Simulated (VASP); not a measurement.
# I (Cmce) in VASP: a series of runs, part 2 of 2

VASP 6.6.1. Earlier steps stand in the parts before.

## (3) Relaxation of cell and atoms, LDA

This run uses another cell than the first one, of 42.63 Å³/atom.

Contents of INCAR:

```
SYSTEM = I
PREC = Accurate ; ENCUT = 500
EDIFF = 1E-7 ; ISMEAR = 0
SIGMA = 0.05 ; LREAL = .False.
LASPH = .True. ; NELM = 120
ALGO = Normal ; ISIF = 3
LWAVE = .False. ; LCHARG = .False.
IBRION = 2 ; NSW = 80
EDIFFG = -0.02 ; GGA_COMPAT = .False.
NELMIN = 4
```

Contents of KPOINTS:

```
regular mesh
0
Gamma
  5 5 2
  0 0 0
```

Contents of POSCAR:

```
I
1.0
    3.6350350000     -2.3950200000      0.0000000000
    3.6350350000      2.3950200000      0.0000000000
    0.0000000000      0.0000000000      9.7934400000
I
4
Direct
    0.8507000000      0.1493000000      0.8844000000
    0.3507000000      0.6493000000      0.6156000000
    0.1493000000      0.8507000000      0.1156000000
    0.6493000000      0.3507000000      0.3844000000
```

Potentials or basis: VASP PAW LDA potentials, release 64 (I).

On the command line:

```sh
> cat potpaw_LDA.64/I/POTCAR > POTCAR
> mpirun -np 1 vasp_std > vasp.out
```

OUTCAR:

```text
SYSTEM = I
   PREC = Accurate
   ENCUT = 500
   EDIFF = 1E-7
   ISMEAR = 0
   LREAL = .False.
   LASPH = .True.
   NELM = 120
   ISIF = 3
   IBRION = 2
   NSW = 80
   EDIFFG = -0.02
   NELMIN = 4

 ion  position               nearest neighbor table
   1  0.851  0.149  0.884-   3 2.68   2 3.56   2 3.56
   2  0.351  0.649  0.616-   4 2.68   1 3.56   1 3.56
   3  0.149  0.851  0.116-   1 2.68   4 3.56   4 3.56
   4  0.649  0.351  0.384-   2 2.68   3 3.56   3 3.56

  LATTYP: Found a base centered orthorhombic cell.
 ALAT       =     4.7900400000
 B/A-ratio  =     1.5177472422
 C/A-ratio  =     2.0445424255

  Lattice vectors:

 A1 = (  -3.6350350000,  -2.3950200000,   0.0000000000)
 A2 = (   3.6350350000,  -2.3950200000,   0.0000000000)
 A3 = (   0.0000000000,   0.0000000000,   9.7934400000)

Analysis of symmetry for initial positions (statically):
=====================================================================
 Subroutine PRICEL returns:
 Original cell was already a primitive cell.

 Routine SETGRP: Setting up the symmetry group for a
 base centered orthorhombic supercell.

 Subroutine GETGRP returns: Found  8 space group operations
[... 164 lines left out ...]

  energy without entropy =       -7.79744422  energy(sigma->0) =       -7.79744422

------------------------ aborting loop because EDIFF is reached ----------------------------------------

  FORCE on cell =-STRESS in cart. coord.  units (eV):
  Direction    XX          YY          ZZ          XY          YZ          ZX
  --------------------------------------------------------------------------------------
  -------------------------------------------------------------------------------------
  Total       -0.8510474     -1.4906887     -0.4717147      0.0000000      0.0000000      0.0000000
  in kB       -7.9961570    -14.0060136     -4.4320737      0.0000000      0.0000000      0.0000000
  external PRESSURE =      -8.8114148 kB  Pullay stress =       0.0000000 kB
[... 95 lines left out ...]
  FREE ENERGIE OF THE ION-ELECTRON SYSTEM (eV)
  ---------------------------------------------------
  free  energy   TOTEN  =        -8.0346435085 eV

  energy  without entropy=       -8.0346435085  energy(sigma->0) =       -8.03464351

[... ionic steps 4 to 10 ...]

--------------------------------------- Ionic step       11  -------------------------------------------

 number of electron      28.0000001 magnetization

------------------------ aborting loop because EDIFF is reached ----------------------------------------
[... 71 lines left out ...]
--------------------------------------- Ionic step       13  -------------------------------------------

 number of electron      28.0000001 magnetization

 Free energy of the ion-electron system (eV)
  ---------------------------------------------------
  ext. energy  EPLUGINS =         0.00000000
  ---------------------------------------------------
  free energy    TOTEN  =        -8.09059670 eV

  energy without entropy =       -8.09059670  energy(sigma->0) =       -8.09059670

 E-fermi :   4.3362     XC(G=0):  -9.0212

 val. band max:        4.0686198034   @ k =   0.0000   0.0000   0.0000
 cond. band min:       4.8242709936   @ k =   0.4000   0.4000   0.0000
 fundamental gap:      0.7556511903
 Fermi energy:         4.3361977530

 k-point     1 :       0.0000    0.0000    0.0000
  band No.  band energies     occupation
      1     -10.1014      2.00000
      2      -9.1638      2.00000
      3      -8.5455      2.00000
      4      -6.8376      2.00000
      5      -1.1299      2.00000
      6       0.9500      2.00000
[... 398 lines left out ...]
  FREE ENERGIE OF THE ION-ELECTRON SYSTEM (eV)
  ---------------------------------------------------
  free  energy   TOTEN  =        -8.0905966993 eV

  energy  without entropy=       -8.0905966993  energy(sigma->0) =       -8.09059670

 reached required accuracy - stopping structural energy minimisation
```

OSZICAR:

```text
N       E                     dE             d eps       ncg     rms          rms(c)
DAV:   1     0.155941534716E+03    0.15594E+03   -0.10132E+04   648   0.120E+03
DAV:   2     0.378347665078E+01   -0.15216E+03   -0.14995E+03   922   0.178E+02
DAV:   3    -0.783236837505E+01   -0.11616E+02   -0.11597E+02   802   0.587E+01
[... 125 lines left out ...]
DAV:   3    -0.809063898219E+01    0.38422E-03   -0.66023E-04   674   0.119E-01    0.422E-02
DAV:   4    -0.809061125004E+01    0.27732E-04   -0.37934E-05   804   0.327E-02    0.452E-02
DAV:   5    -0.809059863956E+01    0.12610E-04   -0.16438E-05   676   0.215E-02    0.246E-02
DAV:   6    -0.809059668444E+01    0.19551E-05   -0.75907E-06   686   0.130E-02    0.296E-03
DAV:   7    -0.809059669932E+01   -0.14889E-07   -0.18297E-07   432   0.311E-03
  13 F= -.80905967E+01 E0= -.80905967E+01  d E =-.289786E-03
```

Wall time 6.8 min (1 thread of Intel Xeon 8259CL, shared host); peak memory 0.24 GiB.

What came out:

```
Free energy                           : -8.0906 eV
Relaxed volume                        : 36.88 Å³/atom
Relaxed cell                          : a = 4.169 Å, b = 4.169 Å, c = 9.648 Å, α = 90.00°, β = 90.00°, γ = 61.59°
Space group after relaxing (to 0.1 Å) : Cmce (No. 64)
Energy gained by relaxing             : 73.3 meV/atom
Ionic steps                           : 13
Pressure after relaxing               : 0.0 GPa
Largest force after relaxing          : 0.009 eV/Å
Band gap on the k mesh                : 0.76 eV (least direct gap 0.99 eV)
```

Forces on the atoms (eV/Å):
```
I    0.000  0.008  0.004
I    0.000  0.008 -0.004
I    0.000 -0.008 -0.004
I    0.000 -0.008  0.004
```

Step by step:
```csv
step,energy change (eV),largest force (eV/Å),pressure (GPa),volume (Å³)
1,0.0000,0.7219,-0.88,170.52
2,-0.1198,0.4039,-1.16,164.80
3,-0.2372,0.3593,-0.59,150.17
4,-0.2414,0.2016,-0.88,153.01
5,-0.2298,0.2952,1.61,144.34
6,-0.2571,0.1896,0.10,149.17
7,-0.2688,0.1454,0.12,148.59
8,-0.2846,0.1573,0.24,146.88
9,-0.2854,0.0493,-0.57,148.69
10,-0.2883,0.0468,-0.20,147.82
11,-0.2928,0.0228,0.02,147.24
12,-0.2929,0.0263,0.04,147.21
13,-0.2932,0.0090,0.05,147.52
```

Final structure:
```
CELL_PARAMETERS angstrom
3.58153 -2.13472 0.00000
3.58153 2.13472 0.00000
0.00000 0.00000 9.64774
ATOMIC_POSITIONS crystal
I 0.82650 0.17350 0.87677
I 0.32650 0.67351 0.62323
I 0.17350 0.82650 0.12323
I 0.67351 0.32650 0.37677
```

Caveat: spin-orbit coupling is left out, which moves the levels of the heavy elements; an odd mesh through Γ misses points on the zone boundary, where band edges can lie.
